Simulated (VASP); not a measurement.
Here is a VASP 6.6.1 calculation.

POSCAR

```
Ba3SbP
1.0
    6.1131770000      0.0000000000      0.0000000000
    0.0000000000      6.1131770000      0.0000000000
    0.0000000000      0.0000000000      6.1131770000
Ba Sb P
3 1 1
Direct
    0.0000000000      0.5000000000      0.5000000000
    0.5000000000      0.0000000000      0.5000000000
    0.5000000000      0.5000000000      0.0000000000
    0.0000000000      0.0000000000      0.0000000000
    0.5000000000      0.5000000000      0.5000000000
```

The input INCAR.step1:

```
SYSTEM = Ba3SbP
  ALGO = Normal
  EDIFF = 1E-5
  ENCUT = 550
  GGA = PE
  GGA_COMPAT = .FALSE.
  ISMEAR = -1
  LASPH = .TRUE.
  LCHARG = .FALSE.
  LREAL = .FALSE.
  LWAVE = .TRUE.
  NBANDS = 33
  NELM = 120
  PREC = Accurate
  SIGMA = 0.1
```

INCAR.step2

```
SYSTEM = Ba3SbP
  ALGO = Normal
  EDIFF = 1E-6
  ENCUT = 550
  GGA_COMPAT = .FALSE.
  ISIF = 2
  ISMEAR = -1
  ISTART = 1
  LASPH = .TRUE.
  LCHARG = .FALSE.
  LMIXTAU = .TRUE.
  LREAL = .FALSE.
  LWAVE = .FALSE.
  METAGGA = R2SCAN
  NBANDS = 33
  NELM = 120
  PREC = Accurate
  SIGMA = 0.1
```

The input KPOINTS:

```
k-points
0
G
  1 1 1
  0 0 0
```

Potentials or basis: VASP PAW PBE potentials, release 64 (Ba_sv, Sb_d_GW, P).

Launch:

```bash
$ cat potpaw_PBE.64/Ba_sv/POTCAR potpaw_PBE.64/Sb_d_GW/POTCAR potpaw_PBE.64/P/POTCAR > POTCAR
$ cp INCAR.step1 INCAR
$ mpirun -np 1 vasp_gam > vasp.out
$ cp INCAR.step2 INCAR
$ mpirun -np 1 vasp_gam > vasp.out
```

**Question.** Estimate the pressure.

**Answer.** 9.0 GPa.

Caveat: the k points lie up to 1.03 Å⁻¹ apart, too coarse for converged energies, forces and pressures; the PAW data sets were made with another functional, which shifts forces and pressure a little.
